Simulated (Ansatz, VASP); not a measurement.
# Ca3H in VASP and in Ansatz

```xyz
4
Lattice="5.1179 0.0000 0.0000 0.0000 5.1179 0.0000 0.0000 0.0000 5.1179" Properties=species:S:1:pos:R:3 pbc="T T T"
Ca    2.5589    2.5589    0.0000
Ca    2.5589    0.0000    2.5589
Ca    0.0000    2.5589    2.5589
H     0.0000    0.0000    0.0000
```

Change from the starting cell: species swapped into the TmPt3 type (Pm-3m, No. 221).

Alike in both runs: functional PBE; k mesh 4 × 4 × 4; occupations gaussian, width 0.1 eV; no spin polarisation.

Ansatz relaxed the structure, and its values are those at the end. VASP's run is a single point on that final structure, the one shown.

|  | VASP | Ansatz |
| --- | --- | --- |
| version | VASP 6.6.1 | Ansatz 0.2.0 |
| potentials or method | VASP PAW PBE potentials, release 64 (Ca_sv, H), cutoff 520 eV | scalar-relativistic, plane waves, PAW |
| valence electrons in the cell | 31 | 31 |

```csv
,VASP,Ansatz,Ansatz less VASP
gap on the k mesh at the Fermi level (eV),none,none,-
pressure (GPa),0.3,0.3,0.00
```

A gap of «none» marks a metal or a gap that the smearing closes.
